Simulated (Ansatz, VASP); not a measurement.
**Two plane-wave programs on Au**

```
Au
1.0
     0.00000    2.07827    2.07827
     2.07827    0.00000    2.07827
     2.07827    2.07827    0.00000
Au
1
Cartesian
  0.0000 0.0000 0.0000
```

Alike in both runs: task relaxation of cell and atoms; functional PBE; k mesh 16 × 16 × 16; occupations fermi-dirac, width 0.05 eV; no spin polarisation.

```csv
,VASP,Ansatz
version,VASP 6.6.1,Ansatz 0.2.0
potentials or method,"VASP PAW PBE potentials, release 64 (Au)","PAW with Ansatz's default frozen-core files, scalar-relativistic"
plane-wave cutoff (eV),600,420
valence electrons in the cell,11,19
```

```csv
,VASP,Ansatz,Ansatz less VASP
relaxed volume (Å³/atom),17.95,17.97,+0.015
relaxed cell length with the largest relative difference (Å),2.939,2.940,+0.0008
```

VASP's potentials hold 11 valence electrons a cell and Ansatz's 19, so a difference there can come from the potentials and not from the codes.

Neither program's run includes spin-orbit coupling. Noted on VASP's run: the relaxation stopped at its first step, so nothing moved.
